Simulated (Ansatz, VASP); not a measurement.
# Two plane-wave programs on Al

File POSCAR:

```
Al
1.0
   -1.5805390481      1.5805390481      1.5805390481
    1.5805390481     -1.5805390481      1.5805390481
    1.5805390481      1.5805390481     -1.5805390481
Al
1
Direct
    0.0000000000      0.0000000000      0.0000000000
```

File INCAR.step1:

```
PREC     = Accurate       # precision mode
ENCUT    = 400            # plane-wave cutoff, eV
EDIFF    = 1E-5           # SCF threshold, eV
ISMEAR   = -1             # smearing method
SIGMA    = 0.05           # smearing width, eV
LREAL    = F              # projectors in reciprocal space
LASPH    = T              # aspherical terms in the spheres
NELM     = 120            # most SCF steps
ALGO     = Normal         # electronic algorithm
ISIF     = 2              # what is computed and relaxed
LWAVE    = T              # write WAVECAR
LCHARG   = F              # write CHGCAR
GGA      = PE             # functional
NBANDS   = 8              # bands
GGA_COMPAT= F
```

File INCAR.step2:

```
PREC     = Accurate       # precision mode
ENCUT    = 400            # plane-wave cutoff, eV
EDIFF    = 1E-6           # SCF threshold, eV
ISMEAR   = -1             # smearing method
SIGMA    = 0.05           # smearing width, eV
LREAL    = F              # projectors in reciprocal space
LASPH    = T              # aspherical terms in the spheres
NELM     = 120            # most SCF steps
ALGO     = Normal         # electronic algorithm
ISIF     = 2              # what is computed and relaxed
LWAVE    = F              # write WAVECAR
LCHARG   = F              # write CHGCAR
GGA      = PE             # functional
LHFCALC  = T              # exact exchange
AEXX     = 0.25           # exact-exchange fraction
PRECFOCK = Normal       
ISTART   = 1            
NBANDS   = 8              # bands
GGA_COMPAT= F
```

KPOINTS

```
Automatic mesh
0
Gamma
  6 6 6
```

File input.yaml:

```yaml
crystal:
  lattice:
    - [-1.5805390481, 1.5805390481, 1.5805390481]
    - [1.5805390481, -1.5805390481, 1.5805390481]
    - [1.5805390481, 1.5805390481, -1.5805390481]
  atoms:
    - { symbol: Al, position: [0.0, 0.0, 0.0] }
hamiltonian:
  xc: pbe0
  pseudopotentials: { kind: paw }
kpoints:
  mp_grid: { grid: [6, 6, 6] }
scf:
  occupations: { method: fermi_dirac, width: 0.05 }
output:
  forces: true
  stress: true
  eigenvalues: true
  write_density: true
  write_potential: true
  elf: true
  volumetric_format: npy
```

Alike in both runs: task single point; functional PBE0; k mesh 6 × 6 × 6; occupations fermi-dirac, width 0.05 eV; no spin polarisation.

|  | VASP | Ansatz |
| --- | --- | --- |
| version | VASP 6.6.1 | Ansatz 0.2.0 |
| potentials or method | VASP PAW PBE potentials, release 64 (Al) | Ansatz PAW |
| plane-wave cutoff (eV) | 400 | 420 |
| valence electrons in the cell | 3 | 3 |

VASP gave:

```
gap on the k mesh at the Fermi level (eV) : none
pressure (GPa)                            : 5.1
```

Q: Estimate Ansatz's values.

A: gap on the k mesh at the Fermi level (eV): none; pressure (GPa): 5.2.

A gap of «none» marks a metal or a gap that the smearing closes. The functional is the same, so the differences come from potentials, cutoffs and numerics.

The k mesh is coarse, so the values compare programs but aren't converged.
